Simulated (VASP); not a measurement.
Write the native input for VASP 6.6.1 that does the following.

* Task: single point
* Functional: PBE
* Potentials or basis: VASP PAW PBE potentials, release 64 (Hf_pv, O, Si)
* Cutoff: 520 eV
* k mesh: 8 × 8 × 4
* Occupations: fermi-dirac, width 0.02 eV
* Spin: no spin polarisation
* Dipole correction: no
* Further INCAR settings: ALGO = Normal; EDIFF = 1e-06; NBANDS = 50

The structure of HfSiO4 lies in POSCAR:

```
HfSiO4
1.0
    5.1875320897     -1.8726440613      0.0506656141
    5.1875320897      1.8726440613      0.0506656141
   -2.7119058065      0.0000000000      6.8538669903
Hf O Si
2 8 2
Direct
    0.8523383309      0.8523383309      0.8047613804
    0.1476616691      0.1476616691      0.1952386196
    0.3670207251      0.3670207251      0.3052821142
    0.0762741095      0.0762741095      0.8996849085
    0.9237258905      0.9237258905      0.1003150915
    0.7176266032      0.7176266032      0.2311596962
    0.2823733968      0.2823733968      0.7688403038
    0.0809377700      0.0809377700      0.4287244855
    0.9190622300      0.9190622300      0.5712755145
    0.6329792749      0.6329792749      0.6947178858
    0.8987924915      0.8987924915      0.3220938278
    0.1012075085      0.1012075085      0.6779061722
```

The input as run:

INCAR

```
PREC = Accurate ; ENCUT = 520
EDIFF = 1E-6 ; ISMEAR = -1
SIGMA = 0.02 ; LREAL = F
LASPH = T ; NELM = 60
ALGO = Normal ; ISIF = 2
LWAVE = F ; LCHARG = F
GGA = PE ; NBANDS = 50
```

KPOINTS

```
Automatic mesh
0
Gamma
  8 8 4
```

Potentials or basis: VASP PAW PBE potentials, release 64 (Hf_pv, O, Si).

Command:

```sh
$ cat potpaw_PBE.64/Hf_pv/POTCAR potpaw_PBE.64/O/POTCAR potpaw_PBE.64/Si/POTCAR > POTCAR
$ mpirun -np 1 vasp_std > vasp.out
```

It gave:

```yaml
Pressure: 4.7 GPa
Largest_force: 0.369 eV/Å
Band_gap_on_the_k_mesh: 4.31 eV (least direct gap 4.32 eV)
```

Caveat: the cell stands under pressure; spin-orbit coupling is left out, which moves the levels of the heavy elements.

Run time: 11 min on 1 thread of Intel(R) Xeon(R) Platinum 8259CL CPU @ 2.50GHz (Skylake/Cascade Lake), with other jobs on the host, peak memory 0.58 GiB.
